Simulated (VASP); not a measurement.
Wanted: the native input for a VASP 6.6.1 run.

```yaml
Task: single point
Functional: LDA
Potentials_or_basis: VASP PAW LDA potentials, release 64 (Ge_d)
Cutoff: 520 eV
k_mesh: 10 × 10 × 7
Occupations: gaussian, width 0.05 eV
Spin: no spin polarisation
Dipole_correction: no
Further_INCAR_settings: ALGO = Normal; EDIFF = 1e-06; NBANDS = 36
```

The structure of Ge lies in POSCAR:

```
Ge
1.0
    3.8198615426      0.0000000000      0.0000000000
    0.0000000000      3.8198615426      0.0000000000
    0.0000000000      0.0000000000      5.7872943240
Ge
4
Direct
    0.0000000000      0.0000000000      0.0000000000
    0.5000000000      0.0000000000      0.2500000000
    0.5000000000      0.5000000000      0.5000000000
    0.0000000000      0.5000000000      0.7500000000
```

These files were run (other wordings do the same):

INCAR

```
SYSTEM = Ge
PREC     = Accurate       ! precision mode
ENCUT    = 520            ! plane-wave cutoff, eV
EDIFF    = 1E-6           ! SCF threshold, eV
ISMEAR   = 0              ! smearing method
SIGMA    = 0.05           ! smearing width, eV
LREAL    = .False.        ! projectors in reciprocal space
LASPH    = .True.         ! aspherical terms in the spheres
NELM     = 100            ! most SCF steps
ALGO     = Normal         ! electronic algorithm
ISIF     = 2              ! what is computed and relaxed
LWAVE    = .False.        ! write WAVECAR
LCHARG   = .True.         ! write CHGCAR
LELF     = .True.         ! ELF
LVHAR    = .True.       
NBANDS   = 36             ! bands
```

KPOINTS

```
regular mesh
0
Gamma
  10 10 7
  0 0 0
```

Potentials or basis: VASP PAW LDA potentials, release 64 (Ge_d).

The run is started by

```sh
$ cat potpaw_LDA.64/Ge_d/POTCAR > POTCAR
$ mpirun -np 1 vasp_std > vasp.out
```

It gave:

| Item | Value |
| --- | --- |
| Pressure | 4.2 GPa |
| Band gap on the k mesh | zero (band 28 reaches 5.63 eV, above the bottom of band 29 at 5.60 eV) |

It took 2.2 min on 1 thread of Intel Xeon 6975P-C, with other jobs on the host, peak memory 0.28 GiB.
